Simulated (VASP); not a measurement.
A run of VASP 6.6.1:

File POSCAR:

```
Ag2O
1.0
    4.6602299800      0.0000000000      0.0000000000
    0.0000000000      4.6602299800      0.0000000000
    0.0000000000      0.0000000000      4.6602299800
Ag O
4 2
Direct
    0.2500000000      0.2500000000      0.2500000000
    0.2500000000      0.7500000000      0.7500000000
    0.7500000000      0.7500000000      0.2500000000
    0.7500000000      0.2500000000      0.7500000000
    0.0000000000      0.0000000000      0.0000000000
    0.5000000000      0.5000000000      0.5000000000
```

File INCAR.step1:

```
SYSTEM = Ag2O
ALGO = Normal ; EDIFF = 1E-5
ENCUT = 660 ; GGA = PE
GGA_COMPAT = .FALSE. ; ISMEAR = -1
LASPH = .TRUE. ; LCHARG = .FALSE.
LREAL = .FALSE. ; LWAVE = .TRUE.
NBANDS = 37 ; NELM = 120
PREC = Accurate ; SIGMA = 0.1
```

Contents of INCAR.step2:

```
SYSTEM = Ag2O
ALGO = Normal ; EDIFF = 1E-6
ENCUT = 660 ; GGA_COMPAT = .FALSE.
ISIF = 2 ; ISMEAR = -1
ISTART = 1 ; LASPH = .TRUE.
LCHARG = .TRUE. ; LELF = .TRUE.
LMIXTAU = .TRUE. ; LREAL = .FALSE.
LVHAR = .TRUE. ; LWAVE = .FALSE.
METAGGA = R2SCAN ; NBANDS = 37
NELM = 120 ; PREC = Accurate
SIGMA = 0.1
```

Contents of KPOINTS:

```
k-points
0
G
  7 7 7
  0 0 0
```

Potentials or basis: VASP PAW PBE potentials, release 64 (Ag, O).

Launch:

```console
$ cat potpaw_PBE.64/Ag/POTCAR potpaw_PBE.64/O/POTCAR > POTCAR
$ cp INCAR.step1 INCAR
$ mpirun -np 1 vasp_std > vasp.out
$ cp INCAR.step2 INCAR
$ mpirun -np 1 vasp_std > vasp.out
```

Hardware: 1 thread of Intel(R) Xeon(R) 6975P-C (Granite Rapids), with other jobs on the host.

Problem. How long does it take, and how much memory?

Solution. Run time: 2.5 min on 1 thread of Intel(R) Xeon(R) 6975P-C (Granite Rapids) (shared host), peak memory 0.3 GiB. Counts: k points 20.
